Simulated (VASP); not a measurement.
# AlNi (R3m) in VASP: a series of runs

The runs below take AlNi through single point, with PBE.

Program: VASP 6.6.1. These are calculated values, not measurements. Logs are shortened: lines on timing, memory, paths and dates and some standing lists are left out, and cuts for length are marked.

### 1 The cell of the first run

The structure is trigonal, space group R3m (No. 160). The conventional cell has a = 4.074 Å, b = 4.074 Å, c = 4.990 Å, α = 90.00°, β = 90.00°, γ = 120.00°. Al (site symmetry 3m) has 8 Ni at 2.42 to 2.57 Å and 6 Al at 2.88 Å within 3.2 Å. Within 3.2 Å of Ni (site symmetry 3m) lie 8 Al at 2.42 to 2.57 Å and 6 Ni at 2.88 Å.

### 2 Single point, PBE

The input, INCAR:

```
PREC = Accurate
ENCUT = 520
EDIFF = 1E-6
ISMEAR = 0
SIGMA = 0.15
LREAL = F
LASPH = T
NELM = 80
ALGO = Normal
ISIF = 2
LWAVE = F
LCHARG = T
GGA = PE
LELF = T
LVHAR = T
NBANDS = 14
```

The input, KPOINTS:

```
Automatic mesh
0
Gamma
  16 16 16
```

The input, POSCAR:

```
AlNi
1.0
    2.8810000000      0.0000000000      0.0000000000
    0.0000000000      2.8810000000      0.0000000000
    0.0000000000      0.0000000000      2.8810000000
Al Ni
1 1
Direct
   -0.0150299445     -0.0150299445     -0.0150299445
    0.5000000000      0.5000000000      0.5000000000
```

Potentials or basis: VASP PAW PBE potentials, release 64 (Al, Ni).

Command:

```bash
cat potpaw_PBE.64/Al/POTCAR potpaw_PBE.64/Ni/POTCAR > POTCAR
mpirun -np 1 vasp_std > vasp.out
```

OUTCAR:

```text
PREC = Accurate
   ENCUT = 520
   EDIFF = 1E-6
   ISMEAR = 0
   LREAL = F
   LASPH = T
   NELM = 80
   ISIF = 2
   GGA = PE

 ion  position               nearest neighbor table
   1  0.985  0.985  0.985-   2 2.42   2 2.47   2 2.47   2 2.47   2 2.52   2 2.52   2 2.52   2 2.57

   2  0.500  0.500  0.500-   1 2.42   1 2.47   1 2.47   1 2.47   1 2.52   1 2.52   1 2.52   1 2.57

  LATTYP: Found a simple cubic cell.
 ALAT       =     2.8810000000

  Lattice vectors:

 A1 = (   2.8810000000,   0.0000000000,   0.0000000000)
 A2 = (   0.0000000000,   2.8810000000,   0.0000000000)
 A3 = (   0.0000000000,   0.0000000000,   2.8810000000)

Analysis of symmetry for initial positions (statically):
=====================================================================
 Subroutine PRICEL returns:
 Original cell was already a primitive cell.

 Routine SETGRP: Setting up the symmetry group for a
 simple cubic supercell.

 Subroutine GETGRP returns: Found  6 space group operations
 (whereof  6 operations were pure point group operations)
 out of a pool of 48 trial point group operations.

The static configuration has the point symmetry C_3v.

Analysis of symmetry for dynamics (positions and initial velocities):
=====================================================================
 Subroutine PRICEL returns:
 Original cell was already a primitive cell.

 Routine SETGRP: Setting up the symmetry group for a
 simple cubic supercell.

 Subroutine GETGRP returns: Found  6 space group operations
 (whereof  6 operations were pure point group operations)
 out of a pool of 48 trial point group operations.

The dynamic configuration has the point symmetry C_3v.

 Subroutine INISYM returns: Found  6 space group operations
 (whereof  6 operations are pure point group operations),
 and found     1 'primitive' translations

----------------------------------------------------------------------------------------

                                     Primitive cell

  volume of cell :      23.9128

  direct lattice vectors                    reciprocal lattice vectors
     2.881000000  0.000000000  0.000000000     0.347101701  0.000000000  0.000000000
     0.000000000  2.881000000  0.000000000     0.000000000  0.347101701  0.000000000
     0.000000000  0.000000000  2.881000000     0.000000000  0.000000000  0.347101701

  length of vectors
     2.881000000  2.881000000  2.881000000     0.347101701  0.347101701  0.347101701

  position of ions in fractional coordinates (direct lattice)
     0.984970055  0.984970055  0.984970055
     0.500000000  0.500000000  0.500000000

  ion indices of the primitive-cell ions
   primitive index   ion index
                 1           1
                 2           2

----------------------------------------------------------------------------------------

 KPOINTS: Automatic mesh

Automatic generation of k-mesh.
 Grid dimensions read from file:
 generate k-points for:   16   16   16

 Generating k-lattice:

  Cartesian coordinates                     Fractional coordinates (reciprocal lattice)
     0.021693856  0.000000000  0.000000000     0.062500000  0.000000000  0.000000000
     0.000000000  0.021693856  0.000000000     0.000000000  0.062500000  0.000000000
     0.000000000  0.000000000  0.021693856     0.000000000  0.000000000  0.062500000

  Length of vectors
     0.021693856  0.021693856  0.021693856

  Shift w.r.t. Gamma in fractional coordinates (k-lattice)
     0.000000000  0.000000000  0.000000000

 Subroutine IBZKPT returns following result:
 ===========================================

 Found    417 irreducible k-points:

 Following reciprocal coordinates:
            Coordinates               Weight
  0.000000  0.000000  0.000000      1.000000
  0.062500  0.000000  0.000000      6.000000
  0.125000  0.000000  0.000000      6.000000
  0.187500  0.000000  0.000000      6.000000
  0.250000  0.000000  0.000000      6.000000
  0.312500  0.000000  0.000000      6.000000
[... 16 lines left out ...]
 -0.062500  0.437500  0.000000     12.000000
  0.500000  0.062500  0.000000     12.000000
 [... further k-points ...]
   k-points           NKPTS =    417   k-points in BZ     NKDIM =    417   number of bands    NBANDS=     14
   number of dos      NEDOS =    301   number of ions     NIONS =      2
   total plane-waves  NPLWV =  13824
   dimension x,y,z NGX =    24 NGY =   24 NGZ =   24
   dimension x,y,z NGXF=    48 NGYF=   48 NGZF=   48
   ions per type =               1   1
   NGX,Y,Z   is equivalent  to a cutoff of  13.85, 13.85, 13.85 a.u.
   NGXF,Y,Z  is equivalent  to a cutoff of  27.70, 27.70, 27.70 a.u.
 SYSTEM =  unknown system
   PREC   = accura    normal or accurate (medium, high low for compatibility)
   ISTART =      0    job   : 0-new  1-cont  2-samecut
   ICHARG =      2    charge: 1-file 2-atom 10-const
   ISPIN  =      1    spin polarized calculation?
   LNONCOLLINEAR =      F non collinear calculations
   LSORBIT =      F    spin-orbit coupling
   LASPH  =      T    aspherical Exc in radial PAW
   ENCUT  =  520.0 eV  38.22 Ry    6.18 a.u.   5.36  5.36  5.36*2*pi/ulx,y,z
   NELM   =     80;   NELMIN=  2; NELMDL= -5     # of ELM steps
   EDIFF  = 0.1E-05   stopping-criterion for ELM
   LREAL  =      F    real-space projection
   EDIFFG = 0.1E-04   stopping-criterion for IOM
   NSW    =      0    number of steps for IOM
   IBRION =     -1    ionic relax: 0-MD 1-quasi-New 2-CG
   NFREE  =      0    steps in history (QN), initial steepest desc. (CG)
   ISIF   =      2    stress and relaxation
   ISYM   =      2    0-nonsym 1-usesym 2-fastsym
   POTIM  = 0.5000    time-step for ionic-motion
   TEBEG  =    0.0;   TEEND  =   0.0 temperature during run
   PSTRESS=    0.0 pullay stress
   NELECT =      13.0000    total number of electrons
   NUPDOWN=      -1.0000    fix difference up-down
   EMIN   =  10.00;   EMAX   =-10.00  energy-range for DOS
   EFERMI =   0.00;   METHOD = LEGACY
   ISMEAR =     0;   SIGMA  =   0.15  broadening in eV -4-tet -1-fermi 0-gaus
   EFERMI_NEDOS =   21; number of points for ismear=-14 and -15
   IALGO  =     38    algorithm
   IMIX   =      4    mixing-type and parameters
     AMIX     =   0.40;   BMIX     =  1.00
     AMIX_MAG =   1.60;   BMIX_MAG =  1.00
  volume/ion in A,a.u.               =      11.96        80.69
  Fermi-wavevector in a.u.,A,eV,Ry     =   1.336122  2.524904 24.289410  1.785221
  Thomas-Fermi vector in A             =   2.464773
   LORBIT       =      0    0 simple, 1 ext, 2 COOP (PROOUT), +10 PAW based schemes
   GGA     = PE    functional components
   LHFCALC =     F    Hartree Fock is set to
   AEXX    =    0.0000 exact exchange contribution
   IVDW    =     0    specifies the selected vdW correction
   LEPSILON=     F    determine dielectric tensor
   LRPA    =     F    only Hartree local field effects (RPA)
 non-spin polarized calculation
 Gauss-broadening in eV      SIGMA  =   0.15
  energy-cutoff  :      520.00
  volume of cell :       23.91
 maximum number of plane-waves:       661
 NGX is ok and might be reduce to    24
   NGX = 11   NGY = 11   NGZ = 11

 number of electron      13.0000015 magnetization

 Free energy of the ion-electron system (eV)
  ---------------------------------------------------
  ext. energy  EPLUGINS =         0.00000000
  ---------------------------------------------------
  free energy    TOTEN  =       -10.52480156 eV

  energy without entropy =      -10.51611927  energy(sigma->0) =      -10.52046041

 E-fermi :  10.0264     XC(G=0): -12.0467

 val. band max:        9.9942101380   @ k =  -0.2500   0.3750   0.1250
 cond. band min:      10.0268774400   @ k =  -0.3750   0.1250   0.3125
 fundamental gap:      0.0326673020
 Fermi energy:        10.0264498379

 k-point     1 :       0.0000    0.0000    0.0000
  band No.  band energies     occupation
      1      -1.1113      2.00000
      2       6.7947      2.00000
      3       6.7947      2.00000
      4       8.4752      2.00000
      5       8.4836      2.00000
      6       8.4836      2.00000
      7      15.5235      0.00000
      8      15.5235      0.00000
      9      15.5376      0.00000
     10      18.1584      0.00000
     11      18.1584      0.00000
     12      23.7292      0.00000
     13      30.8995      0.00000
     14      30.9009      0.00000

 k-point     2 :       0.0625    0.0000    0.0000
  band No.  band energies     occupation
      1      -1.0394      2.00000
      2       6.7897      2.00000
      3       6.8116      2.00000
      4       8.4460      2.00000
      5       8.4521      2.00000
      6       8.4847      2.00000
      7      14.7323      0.00000
      8      15.6189      0.00000
      9      15.6334      0.00000
     10      18.1629      0.00000
     11      18.8758      0.00000
     12      23.9805      0.00000
     13      30.0517      0.00000
     14      30.0771      0.00000

 k-point     3 :       0.1250    0.0000    0.0000
  band No.  band energies     occupation
      1      -0.8242      2.00000
      2       6.7607      2.00000
      3       6.8603      2.00000
      4       8.3597      2.00000
      5       8.3650      2.00000
      6       8.4938      2.00000
      7      13.3501      0.00000
      8      15.8982      0.00000
      9      15.9115      0.00000
     10      18.1761      0.00000
     11      20.0018      0.00000
     12      24.7787      0.00000
     13      28.5674      0.00000
     14      28.5939      0.00000
[... 324 lines left out ...]
 k-point    23 :      -0.0625    0.4375    0.0000
  band No.  band energies     occupation
      1       2.2991      2.00000
      2       4.2089      2.00000
      3       7.2621      2.00000
      4       7.7816      2.00000
      5       7.8101      2.00000
      6       8.5386      2.00000
      7       9.4316      2.00000
      8      17.6920      0.00000
      9      19.2433      0.00000
     10      19.4531      0.00000
     11      21.3844      0.00000
     12      21.7536      0.00000
     13      24.2626      0.00000
     14      25.8181      0.00000

 k-point    24 :       0.5000    0.0625    0.0000
  band No.  band energies     occupation
      1       3.1324      2.00000
      2       3.3349      2.00000
      3       7.2836      2.00000
      4       7.7586      2.00000
      5       7.7873      2.00000
      6       8.5421      2.00000
      7       9.3770      2.00000
      8      17.9026      0.00000
      9      19.3664      0.00000
     10      20.1565      0.00000
     11      20.8693      0.00000
     12      21.0667      0.00000
     13      24.8095      0.00000
     14      25.4008      0.00000

 [... further k-points ...]
[... 5 lines left out ...]
  --------------------------------------------------------------------------------------
  -------------------------------------------------------------------------------------
  Total        0.3641822      0.3641822      0.3641822      0.0410232      0.0410232      0.0410232
  in kB       24.4005419     24.4005419     24.4005419      2.7485911      2.7485911      2.7485911
  external PRESSURE =      24.4005419 kB  Pullay stress =       0.0000000 kB

 VOLUME and BASIS-vectors are now :
 -----------------------------------------------------------------------------
  energy-cutoff  :      520.00
  volume of cell :       23.91
      direct lattice vectors                 reciprocal lattice vectors
     2.881000000  0.000000000  0.000000000     0.347101701  0.000000000  0.000000000
     0.000000000  2.881000000  0.000000000     0.000000000  0.347101701  0.000000000
     0.000000000  0.000000000  2.881000000     0.000000000  0.000000000  0.347101701

 POSITION                                       TOTAL-FORCE (eV/Angst)
 -----------------------------------------------------------------------------------
      2.83770      2.83770      2.83770         0.262196      0.262196      0.262196
      1.44050      1.44050      1.44050        -0.262196     -0.262196     -0.262196
 -----------------------------------------------------------------------------------
    total drift:                               -0.000046     -0.000046     -0.000046

  FREE ENERGIE OF THE ION-ELECTRON SYSTEM (eV)
  ---------------------------------------------------
  free  energy   TOTEN  =       -10.5248015627 eV

  energy  without entropy=      -10.5161192658  energy(sigma->0) =      -10.52046041
```

Run time: 53 s. Hardware: 1 thread of AMD EPYC 9R45 (Zen 5), shared host; peak memory 0.23 GiB.

Results:

```
Free energy   : -10.5248 eV
Pressure      : 2.4 GPa
Largest force : 0.454 eV/Å
```

Forces in eV/Å, atoms in the order of the input:
```
Al   0.262  0.262  0.262
Ni  -0.262 -0.262 -0.262
```

Stress tensor (GPa, compression positive):
```
2.44 0.27 0.27
0.27 2.44 0.27
0.27 0.27 2.44
```

Levels at points of the mesh, in eV from the Fermi level:
| k point | band 2 | band 3 | band 4 | band 5 | band 6 | band 7 | band 8 | band 9 | band 10 | band 11 |
| --- | --- | --- | --- | --- | --- | --- | --- | --- | --- | --- |
| (0.00, 0.00, 0.00) | -3.23 | -3.23 | -1.55 | -1.54 | -1.54 | 5.50 | 5.50 | 5.51 | 8.13 | 8.13 |
| (0.50, 0.00, 0.00) | -6.76 | -2.76 | -2.25 | -2.25 | -1.46 | -0.65 | 8.29 | 10.02 | 10.02 | 10.87 |
| (0.50, 0.50, 0.00) | -3.39 | -2.89 | -2.87 | -2.07 | -2.07 | -1.02 | 1.48 | 2.46 | 12.29 | 14.98 |
| (0.50, 0.50, 0.50) | -4.10 | -4.10 | -0.99 | -0.99 | 1.99 | 2.00 | 2.00 | 3.63 | 4.45 | 4.45 |

Caveat: the cell differs from its parent crystal (all Al atoms moved +0.075 Å, as atom 1 towards its neighbour atom 2 (Ni) at 2.495 Å). Spin polarisation is off, so any magnetic state and its effect on volume and gap are missing.

### 3 Single point, PBE

The input, INCAR:

```
PREC     = Accurate       # precision mode
ENCUT    = 520            # plane-wave cutoff, eV
EDIFF    = 1E-6           # SCF threshold, eV
ISMEAR   = 0              # smearing method
SIGMA    = 0.15           # smearing width, eV
LREAL    = False          # projectors in reciprocal space
LASPH    = True           # aspherical terms in the spheres
NELM     = 80             # most SCF steps
ALGO     = Fast           # electronic algorithm
ISIF     = 2              # what is computed and relaxed
LWAVE    = False          # write WAVECAR
LCHARG   = False          # write CHGCAR
GGA      = PE             # functional
NBANDS   = 14             # bands
```

The input, KPOINTS:

```
regular mesh
0
Gamma
  16 16 16
```

POSCAR, as its differences from that of step 2:

```diff
@@ -8,3 +8,3 @@
 Direct
-   -0.0150299445     -0.0150299445     -0.0150299445
+   -0.0225449168     -0.0225449168     -0.0225449168
     0.5000000000      0.5000000000      0.5000000000
```

Potentials or basis: VASP PAW PBE potentials, release 64 (Al, Ni).

Command:

```bash
cat potpaw_PBE.64/Al/POTCAR potpaw_PBE.64/Ni/POTCAR > POTCAR
mpirun -np 1 vasp_std > vasp.out
```

Run time: 72 s. Hardware: 1 thread of AMD EPYC 9R45 (Zen 5), shared host; peak memory 0.23 GiB.

The run converged. Its results:

| Item | Value |
| --- | --- |
| Free energy | -10.5033 eV |
| Pressure | 2.8 GPa |
| Largest force | 0.692 eV/Å |

Forces on the atoms (eV/Å):
```
Al   0.400  0.400  0.400
Ni  -0.400 -0.400 -0.400
```

Stress tensor (GPa, compression positive):
```
2.80 0.62 0.62
0.62 2.80 0.62
0.62 0.62 2.80
```

Levels at points of the mesh, in eV from the Fermi level:
| k point | band 2 | band 3 | band 4 | band 5 | band 6 | band 7 | band 8 | band 9 | band 10 | band 11 |
| --- | --- | --- | --- | --- | --- | --- | --- | --- | --- | --- |
| (0.00, 0.00, 0.00) | -3.24 | -3.24 | -1.56 | -1.54 | -1.54 | 5.50 | 5.50 | 5.53 | 8.14 | 8.14 |
| (0.50, 0.00, 0.00) | -6.74 | -2.77 | -2.25 | -2.25 | -1.46 | -0.65 | 8.30 | 10.02 | 10.03 | 10.87 |
| (0.50, 0.50, 0.00) | -3.41 | -2.89 | -2.84 | -2.07 | -2.06 | -1.02 | 1.48 | 2.46 | 12.30 | 14.87 |
| (0.50, 0.50, 0.50) | -4.10 | -4.10 | -0.99 | -0.99 | 1.97 | 1.99 | 1.99 | 3.57 | 4.46 | 4.46 |

Caveat: the cell differs from its parent crystal (all Al atoms moved +0.113 Å, as atom 1 towards its neighbour atom 2 (Ni) at 2.495 Å).

[end of part 1 of 2]
